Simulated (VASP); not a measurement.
Runs of VASP 6.6.1 on IrC (zincblende type). The structure is that of space group F-43m (No. 216), or close to it. The cells are those of the table. 

```tsv
cell	gap on the mesh (eV)	pressure (GPa)
a = 3.008 Å, angles 60.0°, 2 atoms	none	124.8
a = 3.131 Å, angles 60.0°, 2 atoms	none	50.5
a = 2.725 Å, angles 60.0°, 2 atoms	none	506.3
a = 2.873 Å, angles 60.0°, 2 atoms	none	(a)
```

Alike in all rows: task single point; level PBE; potentials or basis VASP PAW PBE potentials, release 64 (Ir, C); no spin polarisation; k mesh 16 × 16 × 16; cutoff (eV) 520; smearing fermi-dirac 0.08 eV.

Task: Fill in the values left out.

Result: (a) 257.9.

Caveats: spin-orbit coupling is left out, which moves the levels of the heavy elements.

A k mesh can miss the band edges, and the runs leave out spin-orbit coupling on Ir.

A gap of «none» marks levels without a gap at the run's occupations.
